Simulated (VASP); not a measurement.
# MgO2 (R-3m) in VASP: a series of runs, part 2 of 2

VASP 6.6.1.

### 3 Single point, PBEsol (strain +0.1500 x Voigt [1, 1, 0, 0, 0, 0])

Contents of INCAR:

```
SYSTEM = MgO2
PREC = Accurate
ENCUT = 520
EDIFF = 1E-6
ISMEAR = 0
SIGMA = 0.05
LREAL = .FALSE.
LASPH = .TRUE.
NELM = 60
ALGO = Normal
ISIF = 2
LWAVE = .FALSE.
LCHARG = .FALSE.
GGA = PS
NBANDS = 14
```

Contents of KPOINTS:

```
Automatic mesh
0
G
  12 12 12
  0 0 0
```

Contents of POSCAR:

```
MgO2
1.0
    1.8454751684      1.0654855853      3.4939788749
   -1.8454751684      1.0654855853      3.4939788749
    0.0000000000     -2.1309711705      3.4939788749
Mg O
1 2
Direct
    0.0000000000      0.0000000000      0.0000000000
    0.4287860000      0.4287860000      0.4287860000
    0.5712140000      0.5712140000      0.5712140000
```

Potentials or basis: VASP PAW PBE potentials, release 64 (Mg, O).

Launch:

```bash
$ cat potpaw_PBE.64/Mg/POTCAR potpaw_PBE.64/O/POTCAR > POTCAR
$ mpirun -np 1 vasp_std > vasp.out
```

OUTCAR:

```text
SYSTEM = MgO2
   PREC = Accurate
   ENCUT = 520
   EDIFF = 1E-6
   ISMEAR = 0
   LREAL = .FALSE.
   LASPH = .TRUE.
   NELM = 60
   ISIF = 2
   GGA = PS

 ion  position               nearest neighbor table
   1  0.000  0.000  0.000-   3 2.35   3 2.35   2 2.35   2 2.35   3 2.35   2 2.35
   2  0.429  0.429  0.429-   3 1.49   1 2.35   1 2.35   1 2.35
   3  0.571  0.571  0.571-   2 1.49   1 2.35   1 2.35   1 2.35

  LATTYP: Found a trigonal (rhomboedric) cell.
 ALAT       =     4.0925452359
 COS(alpha) =     0.5933138048

  Lattice vectors:

 A1 = (   1.8454751684,   1.0654855853,   3.4939788749)
 A2 = (  -1.8454751684,   1.0654855853,   3.4939788749)
 A3 = (   0.0000000000,  -2.1309711705,   3.4939788749)

Analysis of symmetry for initial positions (statically):
=====================================================================
 Subroutine PRICEL returns:
 Original cell was already a primitive cell.

 Routine SETGRP: Setting up the symmetry group for a
 trigonal (rhombohedral) supercell.

 Subroutine GETGRP returns: Found 12 space group operations
 (whereof 12 operations were pure point group operations)
 out of a pool of 12 trial point group operations.

The static configuration has the point symmetry D_3d.
[... 181 lines left out ...]
     10      11.8518      0.00000
     11      13.2282      0.00000
     12      13.2282      0.00000
     13      13.6735      0.00000
     14      13.6735      0.00000
[... 377 lines left out ...]
      1     -19.2200      2.00000
      2     -13.1086      2.00000
      3      -4.7340      2.00000
      4      -3.8201      2.00000
      5      -2.6146      2.00000
      6       0.1143      2.00000
      7       0.6744      2.00000
      8       5.4218      0.00000
      9       7.4604      0.00000
     10       8.4430      0.00000
     11      11.3062      0.00000
     12      13.0222      0.00000
     13      13.4557      0.00000
     14      14.9253      0.00000

 [... further k-points ...]

------------------------ aborting loop because EDIFF is reached ----------------------------------------

  FORCE on cell =-STRESS in cart. coord.  units (eV):
  Direction    XX          YY          ZZ          XY          YZ          ZX
  --------------------------------------------------------------------------------------
  -------------------------------------------------------------------------------------
  Total       -6.3099746     -6.3099746     -1.5091483      0.0000000     -0.0000000      0.0000000
  in kB     -245.2510547   -245.2510547    -58.6563714      0.0000000     -0.0000000      0.0000000
  external PRESSURE =    -183.0528269 kB  Pullay stress =       0.0000000 kB

 VOLUME and BASIS-vectors are now :
 -----------------------------------------------------------------------------
  energy-cutoff  :      520.00
  volume of cell :       41.22
      direct lattice vectors                 reciprocal lattice vectors
     1.845475168  1.065485585  3.493978875     0.270932933  0.156423202  0.095402218
    -1.845475168  1.065485585  3.493978875    -0.270932933  0.156423202  0.095402218
     0.000000000 -2.130971171  3.493978875     0.000000000 -0.312846404  0.095402218

 POSITION                                       TOTAL-FORCE (eV/Angst)
 -----------------------------------------------------------------------------------
      0.00000      0.00000      0.00000         0.000000     -0.000000      0.000000
      0.00000      0.00000      4.49451         0.000000     -0.000000     -0.872589
      0.00000      0.00000      5.98743         0.000000      0.000000      0.872589
 -----------------------------------------------------------------------------------
    total drift:                                0.000000     -0.000000      0.000000

  FREE ENERGIE OF THE ION-ELECTRON SYSTEM (eV)
  ---------------------------------------------------
  free  energy   TOTEN  =       -16.1272148256 eV

  energy  without entropy=      -16.1272148256  energy(sigma->0) =      -16.12721483
```

OSZICAR:

```text
N       E                     dE             d eps       ncg     rms          rms(c)
DAV:   1     0.539607627309E+02    0.53961E+02   -0.70748E+03  5588   0.880E+02
DAV:   2    -0.142224106686E+02   -0.68183E+02   -0.61946E+02  7266   0.184E+02
DAV:   3    -0.176877198295E+02   -0.34653E+01   -0.34514E+01  6024   0.431E+01
DAV:   4    -0.177035705985E+02   -0.15851E-01   -0.15849E-01  6638   0.335E+00
DAV:   5    -0.177036631537E+02   -0.92555E-04   -0.92552E-04  6188   0.245E-01    0.822E+00
DAV:   6    -0.162678384551E+02    0.14358E+01   -0.26228E+00  5526   0.122E+01    0.346E+00
DAV:   7    -0.161475741690E+02    0.12026E+00   -0.86916E-02  5892   0.264E+00    0.182E+00
DAV:   8    -0.161253854980E+02    0.22189E-01   -0.77494E-02  5862   0.261E+00    0.257E-01
DAV:   9    -0.161270430508E+02   -0.16576E-02   -0.13542E-02  6222   0.838E-01    0.111E-01
DAV:  10    -0.161272353993E+02   -0.19235E-03   -0.19389E-03  6174   0.360E-01    0.784E-02
DAV:  11    -0.161272108256E+02    0.24574E-04   -0.45811E-04  5994   0.165E-01    0.816E-03
DAV:  12    -0.161272129661E+02   -0.21406E-05   -0.15996E-05  6684   0.323E-02    0.402E-03
DAV:  13    -0.161272149057E+02   -0.19396E-05   -0.22450E-06  5904   0.114E-02    0.200E-03
DAV:  14    -0.161272148256E+02    0.80154E-07   -0.45291E-07  4352   0.524E-03
   1 F= -.16127215E+02 E0= -.16127215E+02  d E =-.144346E-11
```

Wall time 1.9 min (1 thread of Intel Xeon Platinum 8259CL at 2.50GHz (Skylake/Cascade Lake), shared host); peak memory 0.24 GiB.

Results:

| Quantity | Value |
| --- | --- |
| Free energy | -16.1272 eV |
| Pressure | -18.3 GPa |
| Largest force | 0.873 eV/Å |
| Band gap on the k mesh | 1.77 eV (least direct gap 2.03 eV) |

Forces in eV/Å, atoms in the order of the input:
```
Mg   0.000  0.000  0.000
O    0.000  0.000 -0.873
O    0.000  0.000  0.873
```

Caveat: the cell differs from its parent crystal (strain +0.1500 x Voigt [1, 1, 0, 0, 0, 0]); the cell stands under tension; the PAW data sets were made with another functional, which shifts forces and pressure a little. A k mesh can miss the band edges.
